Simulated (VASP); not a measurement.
# Lu (Fd-3m) in VASP: further runs, part 2 of 2

VASP 6.6.1. Earlier steps stand in the parts before.

### Step 3. Single point, PBEsol (49.88 Å³/atom)

This run uses another cell than the first one, of 49.88 Å³/atom.

INCAR reads:

```
PREC = Accurate
ENCUT = 520
EDIFF = 1E-6
ISMEAR = -1
SIGMA = 0.1
LREAL = False
LASPH = True
NELM = 100
ALGO = Normal
ISIF = 2
LWAVE = False
LCHARG = False
GGA = PS
NBANDS = 32
```

KPOINTS reads:

```
regular mesh
0
Gamma
  9 9 9
```

POSCAR reads:

```
Lu
1.0
    0.0000000000      3.6811046547      3.6811046547
    3.6811046547      0.0000000000      3.6811046547
    3.6811046547      3.6811046547      0.0000000000
Lu
2
Direct
    0.1250000000      0.1250000000      0.1250000000
    0.8750000000      0.8750000000      0.8750000000
```

Potentials or basis: VASP PAW PBE potentials, release 64 (Lu).

Launch:

```console
> cat potpaw_PBE.64/Lu/POTCAR > POTCAR
> mpirun -np 1 vasp_std > vasp.out
```

OUTCAR:

```text
PREC = Accurate
   ENCUT = 520
   EDIFF = 1E-6
   ISMEAR = -1
   LREAL = False
   LASPH = True
   NELM = 100
   ISIF = 2
   GGA = PS

 ion  position               nearest neighbor table
   1  0.125  0.125  0.125-   2 3.19   2 3.19   2 3.19   2 3.19
   2  0.875  0.875  0.875-   1 3.19   1 3.19   1 3.19   1 3.19

  LATTYP: Found a face centered cubic cell.
 ALAT       =     7.3622093094

  Lattice vectors:

 A1 = (   0.0000000000,   3.6811046547,   3.6811046547)
 A2 = (   3.6811046547,   0.0000000000,   3.6811046547)
 A3 = (   3.6811046547,   3.6811046547,   0.0000000000)

Analysis of symmetry for initial positions (statically):
=====================================================================
 Subroutine PRICEL returns:
 Original cell was already a primitive cell.

 Routine SETGRP: Setting up the symmetry group for a
 face centered cubic supercell.

 Subroutine GETGRP returns: Found 48 space group operations
 (whereof 12 operations were pure point group operations)
 out of a pool of 48 trial point group operations.

The static configuration has the point symmetry D_3d.
 The point group associated with its full space group is O_h .

Analysis of symmetry for dynamics (positions and initial velocities):
=====================================================================
 Subroutine PRICEL returns:
 Original cell was already a primitive cell.

 Routine SETGRP: Setting up the symmetry group for a
 face centered cubic supercell.

 Subroutine GETGRP returns: Found 48 space group operations
 (whereof 12 operations were pure point group operations)
 out of a pool of 48 trial point group operations.

The dynamic configuration has the point symmetry D_3d.
 The point group associated with its full space group is O_h .

 Subroutine INISYM returns: Found 48 space group operations
 (whereof 12 operations are pure point group operations),
 and found     1 'primitive' translations
[... 95 lines left out ...]
   EDIFF  = 0.1E-05   stopping-criterion for ELM
   LREAL  =      F    real-space projection
[... 7 lines left out ...]
   TEBEG  =    0.0;   TEEND  =   0.0 temperature during run
   PSTRESS=    0.0 pullay stress
   NELECT =      50.0000    total number of electrons
   NUPDOWN=      -1.0000    fix difference up-down
   EMIN   =  10.00;   EMAX   =-10.00  energy-range for DOS
   EFERMI =   0.00;   METHOD = LEGACY
   ISMEAR =    -1;   SIGMA  =   0.10  broadening in eV -4-tet -1-fermi 0-gaus
   EFERMI_NEDOS =   21; number of points for ismear=-14 and -15
   IALGO  =     38    algorithm
   IMIX   =      4    mixing-type and parameters
     AMIX     =   0.40;   BMIX     =  1.00
     AMIX_MAG =   1.60;   BMIX_MAG =  1.00
  volume/ion in A,a.u.               =      49.88       336.61
  Fermi-wavevector in a.u.,A,eV,Ry     =   1.300399  2.457398 23.007967  1.691038
  Thomas-Fermi vector in A             =   2.431601
   LORBIT       =      0    0 simple, 1 ext, 2 COOP (PROOUT), +10 PAW based schemes
   GGA     = PS    functional components
   LHFCALC =     F    Hartree Fock is set to
   AEXX    =    0.0000 exact exchange contribution
   IVDW    =     0    specifies the selected vdW correction
   LEPSILON=     F    determine dielectric tensor
   LRPA    =     F    only Hartree local field effects (RPA)
 non-spin polarized calculation
  energy-cutoff  :      520.00
  volume of cell :       99.76
 maximum number of plane-waves:      2733
   NGX = 19   NGY = 19   NGZ = 19

 number of electron      49.9999991 magnetization

 Free energy of the ion-electron system (eV)
  ---------------------------------------------------
  ext. energy  EPLUGINS =         0.00000000
  ---------------------------------------------------
  free energy    TOTEN  =        -5.73372915 eV

  energy without entropy =       -5.57420746  energy(sigma->0) =       -5.65396831

 E-fermi :  -0.0756     XC(G=0):  -8.2518

 val. band max:       -0.0820635069   @ k =   0.4444   0.3333   0.1111
 cond. band min:      -0.0639536569   @ k =  -0.4444   0.2222   0.1111
 fundamental gap:      0.0181098501
 Fermi energy:        -0.0755643382

 k-point     1 :       0.0000    0.0000    0.0000
  band No.  band energies     occupation
      1     -57.2816      2.00000
      2     -57.2262      2.00000
      3     -28.0210      2.00000
      4     -28.0210      2.00000
      5     -28.0210      2.00000
      6     -27.7403      2.00000
[... 829 lines left out ...]
     31       2.1936      0.00000
     32       2.5629      0.00000

 [... further k-points ...]
[... 5 lines left out ...]
  --------------------------------------------------------------------------------------
  -------------------------------------------------------------------------------------
  Total       -0.4964315     -0.4964315     -0.4964315     -0.0000000     -0.0000000      0.0000000
  in kB       -7.9726997     -7.9726997     -7.9726997     -0.0000000     -0.0000000      0.0000000
  external PRESSURE =      -7.9726997 kB  Pullay stress =       0.0000000 kB

 VOLUME and BASIS-vectors are now :
 -----------------------------------------------------------------------------
  energy-cutoff  :      520.00
  volume of cell :       99.76
      direct lattice vectors                 reciprocal lattice vectors
     0.000000000  3.681104655  3.681104655    -0.135828792  0.135828792  0.135828792
     3.681104655  0.000000000  3.681104655     0.135828792 -0.135828792  0.135828792
     3.681104655  3.681104655  0.000000000     0.135828792  0.135828792 -0.135828792

 POSITION                                       TOTAL-FORCE (eV/Angst)
 -----------------------------------------------------------------------------------
      0.92028      0.92028      0.92028         0.000000      0.000000      0.000000
      6.44193      6.44193      6.44193        -0.000000     -0.000000     -0.000000
 -----------------------------------------------------------------------------------
    total drift:                                0.000000      0.000000     -0.000000

  FREE ENERGIE OF THE ION-ELECTRON SYSTEM (eV)
  ---------------------------------------------------
  free  energy   TOTEN  =        -5.7337291513 eV

  energy  without entropy=       -5.5742074618  energy(sigma->0) =       -5.65396831
```

Wall time 3 min (1 thread of Oxide Virtual Turin-like, shared host); peak memory 0.26 GiB.

What came out:

```
Free energy            : -5.7337 eV
Pressure               : -0.8 GPa
Band gap on the k mesh : zero (bands 25 and 26 overlap by 1.09 eV)
```

Levels at points of the mesh, in eV from the Fermi level:
```tsv
k point	band 21	band 22	band 23	band 24	band 25	band 26	band 27	band 28
(0.00, 0.00, 0.00)	-5.80	-5.79	-4.47	0.38	0.38	0.46	0.46	0.46
```

Caveat: the PAW data sets were made with another functional, which shifts forces and pressure a little; spin-orbit coupling is left out, which moves the levels of the heavy elements.

### Step 4. Single point, PBEsol (51.73 Å³/atom)

This run uses another cell than the first one, of 51.73 Å³/atom.

INCAR reads:

```
SYSTEM = Lu
ALGO = Normal
EDIFF = 1E-6
ENCUT = 520
GGA = PS
ISIF = 2
ISMEAR = -1
LASPH = .True.
LCHARG = .False.
LREAL = .False.
LWAVE = .False.
NBANDS = 32
NELM = 100
PREC = Accurate
SIGMA = 0.1
```

KPOINTS reads:

```
k-points
0
Gamma
  9 9 9
  0 0 0
```

POSCAR reads:

```
Lu
1.0
    0.0000000000      3.7260005996      3.7260005996
    3.7260005996      0.0000000000      3.7260005996
    3.7260005996      3.7260005996      0.0000000000
Lu
2
Direct
    0.1250000000      0.1250000000      0.1250000000
    0.8750000000      0.8750000000      0.8750000000
```

Launch:

```console
> cat potpaw_PBE.64/Lu/POTCAR > POTCAR
> mpirun -np 1 vasp_std > vasp.out
```

Run time: 2.4 min. Hardware: 1 thread of Oxide Virtual Turin-like, shared host; peak memory 0.26 GiB.

The run converged. Its results:

* Free energy: -5.7118 eV
* Pressure: -1.2 GPa
* Band gap on the k mesh: zero (bands 25 and 26 overlap by 1.00 eV)

Levels at points of the mesh, in eV from the Fermi level:
```
           k point  band 20  band 21  band 22  band 23  band 24  band 25  band 26  band 27  band 28  band 29
(0.00, 0.00, 0.00)    -5.86    -5.86    -5.85    -4.42     0.39     0.39     0.43     0.43     0.43     1.78
```

Caveat: the PAW data sets were made with another functional, which shifts forces and pressure a little; spin-orbit coupling is left out, which moves the levels of the heavy elements.

### Step 5. Relaxation of cell and atoms, PBEsol

This run uses another cell than the first one, of 39.82 Å³/atom.

INCAR reads:

```
SYSTEM = Lu
ALGO = Normal
EDIFF = 1E-6
EDIFFG = -0.01
ENCUT = 600
GGA = PS
IBRION = 2
ISIF = 3
ISMEAR = -1
LASPH = .True.
LCHARG = .False.
LREAL = .False.
LWAVE = .False.
NELM = 60
NSW = 80
PREC = Accurate
SIGMA = 0.1
```

KPOINTS reads:

```
k-points
0
Gamma
  8 8 8
  0 0 0
```

POSCAR reads:

```
Lu
1.0
    0.0000000000      3.4148174924      3.4148174924
    3.4148174924      0.0000000000      3.4148174924
    3.4148174924      3.4148174924      0.0000000000
Lu
2
Direct
    0.1250000000      0.1250000000      0.1250000000
    0.8750000000      0.8750000000      0.8750000000
```

Launch:

```console
> cat potpaw_PBE.64/Lu/POTCAR > POTCAR
> mpirun -np 1 vasp_std > vasp.out
```

Run time: 19 min. Hardware: 1 thread of Oxide Virtual Turin-like, shared host; peak memory 0.25 GiB.

Results (log left out):

| Property | Result |
| --- | --- |
| Free energy | -5.7493 eV |
| Relaxed volume | 46.37 Å³/atom |
| Relaxed cell | a = 5.081 Å, b = 5.081 Å, c = 5.081 Å, α = 60.00°, β = 60.00°, γ = 60.00° |
| Space group after relaxing (to 0.1 Å) | Fd-3m (No. 227) |
| Energy gained by relaxing | 34.4 meV/atom |
| Ionic steps | 10 |
| Pressure after relaxing | 0.0 GPa |
| Band gap on the k mesh | zero (bands 25 and 26 overlap by 1.18 eV) |

The path:
| step | energy change (eV) | largest force (eV/Å) | pressure (GPa) | volume (Å³) |
| --- | --- | --- | --- | --- |
| 1 | 0.0000 | 0.0000 | 1.68 | 79.64 |
| 2 | -0.0417 | 0.0000 | 1.04 | 84.56 |
| 3 | -0.0678 | 0.0000 | -0.18 | 94.62 |
| 4 | -0.0689 | 0.0000 | -0.12 | 92.95 |
| 5 | -0.0659 | 0.0000 | 0.31 | 90.16 |
| 6 | -0.0686 | 0.0000 | 0.08 | 92.14 |
| 7 | -0.0688 | 0.0000 | 0.14 | 92.47 |
| 8 | -0.0688 | 0.0000 | 0.12 | 92.53 |
| 9 | -0.0688 | 0.0000 | 0.07 | 92.72 |
| 10 | -0.0688 | 0.0000 | 0.02 | 92.74 |

Final structure:
```
Lu
1.0
     0.00000    3.59266    3.59266
     3.59266    0.00000    3.59266
     3.59266    3.59266    0.00000
Lu
2
Direct
  0.12500 0.12500 0.12500
  0.87500 0.87500 0.87500
```

Levels at points of the mesh, in eV from the Fermi level:
```
           k point  band 20  band 21  band 22  band 23  band 24  band 25  band 26  band 27  band 28  band 29
(0.00, 0.00, 0.00)    -5.68    -5.68    -5.67    -4.55     0.35     0.35     0.53     0.53     0.53     1.99
(0.50, 0.00, 0.00)    -5.69    -5.68    -5.68    -2.86    -0.92     0.28     0.28     0.30     0.73     0.73
(0.50, 0.50, 0.00)    -5.69    -5.69    -5.69    -1.41    -1.41    -0.62    -0.62     0.89     0.89     2.38
```

Caveat: the volume moved by over 15 % at a fixed basis, so the end points are rough; the PAW data sets were made with another functional, which shifts forces and pressure a little; spin-orbit coupling is left out, which moves the levels of the heavy elements.

### Step 6. The runs side by side

```tsv
task	cell	k mesh	cutoff (eV)	gap on the mesh (eV)	pressure (GPa)
single point	a = 5.141 Å, angles 60.0°, 2 atoms	9 × 9 × 9	520	none	-0.4
single point	a = 5.206 Å, angles 60.0°, 2 atoms	9 × 9 × 9	520	none	-0.8
single point	a = 5.269 Å, angles 60.0°, 2 atoms	9 × 9 × 9	520	none	-1.2
relaxation of cell and atoms	relaxed from a = 4.829 Å, angles 60.0°, 2 atoms	8 × 8 × 8	600	none	0.0
```

Alike in all rows: level PBEsol; potentials or basis VASP PAW PBE potentials, release 64 (Lu); no spin polarisation; smearing fermi-dirac 0.1 eV.

Caveats: the PAW data sets were made with another functional, which shifts forces and pressure a little; spin-orbit coupling is left out, which moves the levels of the heavy elements; the volume moved by over 15 % at a fixed basis, so the end points are rough (at least some runs).

Absolute energies hang on the potentials; compare differences alone.

The gap in the log of VASP goes by the Fermi energy; the results here count the filled bands.